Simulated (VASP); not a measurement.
**S: single point with PBEsol**

Crystal: S.

```
CELL_PARAMETERS angstrom
4.41392 0.00000 0.00000
-2.20696 3.82256 0.00000
0.00000 0.00000 4.39841
ATOMIC_POSITIONS crystal
S 0.19190 0.00000 0.16667
S 0.00000 0.19190 0.83333
S 0.80810 0.80810 0.50000
```

```
Program             : VASP 6.6.1
Task                : single point
Functional          : PBEsol
Potentials or basis : VASP PAW PBE potentials, release 64 (S)
Cutoff              : 520 eV
k mesh              : 9 × 9 × 6
Occupations         : gaussian, width 0.02 eV
Spin                : no spin polarisation
```

- Pressure: -0.3 GPa
- Largest force: 0.084 eV/Å
- Band gap on the k mesh: 1.96 eV, indirect (least direct gap 2.24 eV)

Forces in eV/Å, atoms in the order of the input:
```
S   -0.084  0.000  0.000
S    0.042 -0.073  0.000
S    0.042  0.073  0.000
```

Stress tensor (GPa, compression positive):
```
-0.23  0.00  0.00
 0.00 -0.23  0.00
 0.00  0.00 -0.53
```

Levels at points of the mesh, in eV from the valence-band top:
```
           k point  band 5  band 6  band 7  band 8  band 9  band 10  band 11  band 12  band 13  band 14
(0.00, 0.00, 0.00)   -4.56   -3.93   -2.59   -2.59   -0.37     3.08     3.13     3.13     6.20     6.88
(0.00, 0.00, 0.50)   -4.07   -4.07   -1.54   -1.54   -0.92     1.96     2.04     2.04     6.67     8.11
```

Wall time 44 s on 1 thread of AMD EPYC 9R45 96-Core Processor (Zen 5), on a shared host, peak memory 0.19 GiB.

Caveat: the PAW data sets were made with another functional, which shifts forces and pressure a little. A k mesh can miss the band edges.
